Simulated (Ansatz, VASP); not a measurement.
**TiCo3 in VASP and in Ansatz**

```
Ti Co
1.0
     3.61400    0.00000    0.00000
     0.00000    3.61400    0.00000
     0.00000    0.00000    3.61400
Ti Co
1 3
Direct
  0.00000 0.00000 0.00000
  0.00000 0.50000 0.50000
  0.50000 0.00000 0.50000
  0.50000 0.50000 0.00000
```

Alike in both runs: task single point; functional PBEsol; k mesh 10 × 10 × 10; occupations gaussian, width 0.1 eV; collinear spin.

```csv
,VASP,Ansatz
version,VASP 6.6.1,Ansatz 0.2.0
potentials or method,"VASP PAW PBE potentials, release 64 (Ti_sv, Co), cutoff 520 eV","scalar-relativistic, plane waves, PAW"
valence electrons in the cell,39,63
```

|  | VASP | Ansatz | Ansatz less VASP |
| --- | --- | --- | --- |
| gap on the k mesh at the Fermi level (eV) | none | none | - |
| pressure (GPa) | -15.5 | -10.2 | +5.26 |
| net moment per atom (μB) | 0.00 | 0.68 | +0.676 |
| size of the moment on the site where the two differ most (μB) | 0.00 | 1.11 | +1.105 |

The net moments are unlike, so the other rows may belong to different states. VASP's potentials were made for PBE, not for PBEsol. Site moments also hang on the region over which each program counts them. A gap of «none» marks a metal or a gap that the smearing closes. VASP's potentials hold 39 valence electrons a cell and Ansatz's 63, so a difference there can come from the potentials and not from the codes.
